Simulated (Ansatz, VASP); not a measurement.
## One calculation of Mo, two programs

```xyz
1
Lattice="-1.5659 1.5659 1.5659 1.5659 -1.5659 1.5659 1.5659 1.5659 -1.5659" Properties=species:S:1:pos:R:3 pbc="T T T"
Mo    0.0000    0.0000    0.0000
```

Alike in both runs: functional PBEsol; k mesh 8 × 8 × 8; occupations gaussian, width 0.1 eV; no spin polarisation.

Ansatz relaxed the structure, and its values are those at the end. VASP's run is a single point on that final structure, the one shown.

```csv
,VASP,Ansatz
version,VASP 6.6.1,Ansatz 0.2.0
potentials or method,"VASP PAW PBE potentials, release 64 (Mo_sv), cutoff 520 eV","scalar-relativistic, plane waves, PAW"
valence electrons in the cell,14,14
```

Ansatz gave:

| Property | Result |
| --- | --- |
| gap on the k mesh at the Fermi level (eV) | none |
| pressure (GPa) | 0.0 |

What did VASP give for the same quantities?

gap on the k mesh at the Fermi level (eV): none; pressure (GPa): 0.6.

VASP's potentials were made for PBE, not for PBEsol, and Ansatz warns of the same on its side. A gap of «none» marks a metal or a gap that the smearing closes.
